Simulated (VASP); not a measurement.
Crystal: MoS2.

```xyz
3
Lattice="3.2275 0.0000 0.0000 -1.6137 2.7951 0.0000 0.0000 0.0000 6.3125" Properties=species:S:1:pos:R:3 pbc="T T T"
Mo    0.0000    0.0000    3.1562
S     1.6137    0.9317    4.7008
S     0.0000    1.8634    1.6117
```

```yaml
Program: VASP 6.6.1
Task: relaxation of cell and atoms
Functional: PBE exchange alone
Potentials_or_basis: VASP PAW PBE potentials, release 64 (Mo_sv, S)
Cutoff: 600 eV
k_mesh: 9 × 9 × 4
Occupations: fermi-dirac, width 0.05 eV
Spin: no spin polarisation
```

At the start: pressure 16.5 GPa; volume 18.98 Å³/atom.

Question: Where does the relaxation end?

Answer: Over 25 steps the energy falls by 156.0 meV/atom and the volume is 26.37 Å³/atom (+38.9 %); space group P-3m1 (No. 164, to 0.1 Å) before and after.

Step by step:
```
step  energy change (eV)  largest force (eV/Å)  pressure (GPa)  volume (Å³)
   1              0.0000                1.3044           16.54        56.94
   2              0.1936                2.2227          -11.01        74.67
   3             -0.3405                0.6612            0.16        63.89
   4             -0.3410                0.6129            0.54        63.66
   5             -0.3809                0.4262            0.32        64.85
   6             -0.3997                0.0934            0.00        67.14
   7             -0.4017                0.1724            0.06        66.60
   8             -0.4100                0.1082            0.39        66.89
   9             -0.4263                0.0931            1.42        67.75
  10             -0.4198                0.5430            3.86        69.40
  11             -0.4290                0.3153            2.59        68.54
  12             -0.4309                0.3034            2.51        68.71
  13             -0.4362                0.2704            2.27        69.21
  14             -0.4451                0.2067            1.79        70.20
  15             -0.4572                0.0866            0.94        72.20
  16             -0.4655                0.1230           -0.33        76.22
  17             -0.4655                0.1079           -0.27        75.96
  18             -0.4652                0.0747           -0.07        75.35
  19             -0.4654                0.0995           -0.20        75.79
  20             -0.4659                0.0851           -0.14        75.96
  21             -0.4668                0.0413            0.05        76.47
  22             -0.4673                0.0508            0.45        77.49
  23             -0.4674                0.0329            0.36        77.28
  24             -0.4677                0.0244            0.27        77.74
  25             -0.4681                0.0045            0.02        79.10
```

Final structure:
```
Mo S
1.0
     3.43558    0.00000    0.00000
    -1.71779    2.97530    0.00000
     0.00000    0.00000    7.73869
Mo S
1 2
Direct
  0.00000 0.00000 0.50000
  0.66667 0.33333 0.70064
  0.33333 0.66667 0.29936
```

Caveat: the volume moved by over 15 % at a fixed basis, so the end points are rough.
